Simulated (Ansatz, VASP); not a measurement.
**Ta in VASP and in Ansatz**

```xyz
1
Lattice="-1.5852 1.5852 1.5852 1.5852 -1.5852 1.5852 1.5852 1.5852 -1.5852" Properties=species:S:1:pos:R:3 pbc="T T T"
Ta    0.0000    0.0000    0.0000
```

Change from the starting cell: strain -0.040 along x and y, -0.040 along z, atoms carried along.

Alike in both runs: task single point; functional PBEsol; k mesh 20 × 20 × 20; occupations gaussian, width 0.15 eV; no spin polarisation.

|  | VASP | Ansatz |
| --- | --- | --- |
| version | VASP 6.6.1 | Ansatz 0.2.0 |
| potentials or method | VASP PAW PBE potentials, release 64 (Ta_pv), cutoff 520 eV | scalar-relativistic, plane waves, PAW |
| valence electrons in the cell | 11 | 13 |

Ansatz gave:

```
gap on the k mesh at the Fermi level (eV) : none
pressure (GPa)                            : 26.1
```

Problem. Which values does VASP return?

Solution. gap on the k mesh at the Fermi level (eV): none; pressure (GPa): 26.6.

VASP's potentials were made for PBE, not for PBEsol. A gap of «none» marks a metal or a gap that the smearing closes. VASP's potentials hold 11 valence electrons a cell and Ansatz's 13, so a difference there can come from the potentials and not from the codes.

Neither program's run includes spin-orbit coupling.
